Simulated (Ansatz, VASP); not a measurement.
## Cu3TeAs3 in VASP and in Ansatz

File INCAR:

```
  PREC = Accurate
  ENCUT = 600
  EDIFF = 1E-6
  ISMEAR = 0
  SIGMA = 0.1
  LREAL = F
  LASPH = T
  NELM = 100
  ALGO = Normal
  ISIF = 3
  LWAVE = F
  LCHARG = F
  GGA = PE
  IBRION = 2
  NSW = 90
  EDIFFG = -0.04
```

File KPOINTS:

```
Automatic mesh
0
Gamma
  4 4 4
```

File POSCAR:

```
Cu3TeAs3
1.0
    5.2727431400      0.0000000000      0.0000000000
    0.0000000000      5.2727431400      0.0000000000
    0.0000000000      0.0000000000      5.2727431400
Cu Te As
3 1 3
Direct
    0.5000000000      0.5000000000      0.0000000000
    0.0000000000      0.5000000000      0.5000000000
    0.5000000000      0.0000000000      0.5000000000
    0.5000000000      0.5000000000      0.5000000000
    0.5000000000      0.0000000000      0.0000000000
    0.0000000000      0.5000000000      0.0000000000
    0.0000000000      0.0000000000      0.5000000000
```

Input for Ansatz:

```yaml
crystal:
  lattice:
    - [5.27274314, 0.0, 0.0]
    - [0.0, 5.27274314, 0.0]
    - [0.0, 0.0, 5.27274314]
  atoms:
    - { symbol: Cu, position: [0.5, 0.5, 0.0] }
    - { symbol: Cu, position: [0.0, 0.5, 0.5] }
    - { symbol: Cu, position: [0.5, 0.0, 0.5] }
    - { symbol: Te, position: [0.5, 0.5, 0.5] }
    - { symbol: As, position: [0.5, 0.0, 0.0] }
    - { symbol: As, position: [0.0, 0.5, 0.0] }
    - { symbol: As, position: [0.0, 0.0, 0.5] }
basis:
  ecutwfc: 420
kpoints:
  mp_grid: { grid: [4, 4, 4] }
hamiltonian:
  xc: pbe
scf:
  occupations: { method: gaussian, width: 0.1 }
  lower_state_search: "off"
output:
  forces: true
  stress: true
  eigenvalues: true
relax:
  adjacent_minimum: "off"
  f_tol: 0.04
  max_steps: 70
  cell: { stress_tol: 0.4 }
```

Change from the starting cell: species swapped into the Ce3GaBr3 type (Pm-3m, No. 221).

Alike in both runs: task relaxation of cell and atoms; functional PBE; k mesh 4 × 4 × 4; occupations gaussian, width 0.1 eV; no spin polarisation.

|  | VASP | Ansatz |
| --- | --- | --- |
| version | VASP 6.6.1 | Ansatz 0.2.0 |
| potentials or method | VASP PAW PBE potentials, release 64 (Cu, Te, As), cutoff 600 eV | scalar-relativistic, plane waves, PAW |
| valence electrons in the cell | 54 | 118 |

Ansatz gave:

| Quantity | Value |
| --- | --- |
| gap on the k mesh at the Fermi level, each at its own relaxed structure (eV) | none |
| relaxed volume (Å³/atom) | 19.47 |
| relaxed cell length with the largest relative difference (Å) | 5.146 |

Task: Which values does VASP return?

Result: gap on the k mesh at the Fermi level, each at its own relaxed structure (eV): none; relaxed volume (Å³/atom): 19.48; relaxed cell length with the largest relative difference (Å): 5.147.

A gap of «none» marks a metal or a gap that the smearing closes. VASP's potentials hold 54 valence electrons a cell and Ansatz's 118, so a difference there can come from the potentials and not from the codes.

Spin-orbit coupling is off throughout.
